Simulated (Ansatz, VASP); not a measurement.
## As: VASP beside Ansatz

File INCAR:

```
ALGO = Normal
DIPOL = 0.5 0.5 0.714
EDIFF = 1E-6
ENCUT = 400
GGA = PE
GGA_COMPAT = False
IDIPOL = 3
ISIF = 2
ISMEAR = 0
IVDW = 12
LASPH = True
LCHARG = False
LDIPOL = True
LREAL = False
LWAVE = False
NBANDS = 12
NELM = 120
NELMDL = -8
PREC = Accurate
SIGMA = 0.04
```

Contents of KPOINTS:

```
k-points
0
Gamma
  18 18 1
```

POSCAR

```
As
1.0
    3.5708955074      0.0000000000      0.0000000000
   -1.7854477537      3.0924862237      0.0000000000
    0.0000000000      0.0000000000     26.8892385693
As
2
Direct
    0.3333333333      0.6666666667      0.6881244335
    0.0000000000      0.0000000000      0.7402958292
```

Input for Ansatz:

```yaml
crystal:
  lattice:
    - [3.5708955074, 0.0, 0.0]
    - [-1.7854477537, 3.0924862237, 0.0]
    - [0.0, 0.0, 26.8892385693]
  atoms:
    - { symbol: As, position: [0.3333333333, 0.6666666667, 0.6881244335] }
    - { symbol: As, position: [0.0, 0.0, 0.7402958292] }
basis:
  ecutwfc: 420
kpoints:
  mp_grid: { grid: [18, 18, 1] }
hamiltonian:
  xc: pbe
  dispersion: d3bj
  pseudopotentials: { kind: paw, azcp: { folder: soft_1 } }
scf:
  occupations: { method: gaussian, width: 0.04 }
  n_extra_bands: 6
  max_iter: 160
output:
  forces: true
  eigenvalues: true
  write_density: true
  write_potential: true
  elf: true
  volumetric_format: npy
efield:
  axis: 3
  dipole_correction: true
```

Alike in both runs: task single point; functional PBE; dispersion D3(BJ); k mesh 18 × 18 × 1; occupations gaussian, width 0.04 eV; no spin polarisation.

```csv
,VASP,Ansatz
version,VASP 6.6.1,Ansatz 0.2.0
potentials or method,"VASP PAW PBE potentials, release 64 (As), cutoff 400 eV","scalar-relativistic, plane waves, PAW"
valence electrons in the cell,10,30
```

Ansatz gave:

| Quantity | Value |
| --- | --- |
| gap on the k mesh at the Fermi level (eV) | 1.52 |
| least direct gap on the mesh (eV) | 2.04 |
| rms of the force components (eV/Å) | 0.033 |

Problem. What did VASP give for the same quantities?

Solution. gap on the k mesh at the Fermi level (eV): 1.53; least direct gap on the mesh (eV): 2.03; rms of the force components (eV/Å): 0.017.

Atom by atom the forces differ by 0.050 eV/Å (rms over components). VASP's potentials hold 10 valence electrons a cell and Ansatz's 30, so a difference there can come from the potentials and not from the codes.
